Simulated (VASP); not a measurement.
A run of VASP 6.6.1 is set up as follows.

The input INCAR:

```
PREC = Accurate
ENCUT = 520
EDIFF = 1E-6
ISMEAR = -1
SIGMA = 0.1
LREAL = False
LASPH = True
NELM = 80
ALGO = Normal
ISIF = 2
LWAVE = False
LCHARG = False
GGA = PE
NBANDS = 18
```

File KPOINTS:

```
Automatic mesh
0
Gamma
  18 18 10
```

Contents of POSCAR:

```
Au
1.0
    2.4866061438      0.0000000000      0.0000000000
   -1.2433030719      2.1534640897      0.0000000000
    0.0000000000      0.0000000000      4.1195233183
Au
2
Direct
    0.3333333333      0.6666666667      0.2500000000
    0.6666666667      0.3333333333      0.7500000000
```

Potentials or basis: VASP PAW PBE potentials, release 64 (Au).

Run with:

```sh
$ cat potpaw_PBE.64/Au/POTCAR > POTCAR
$ mpirun -np 1 vasp_std > vasp.out
```

(1) Estimate the pressure.

(2) Predict the band gap on the k mesh.

Answers

(1) 271.3 GPa.

(2) zero (band 11 reaches 25.06 eV, above the bottom of band 12 at 15.02 eV).

Caveat: spin-orbit coupling is left out, which moves the levels of the heavy elements.
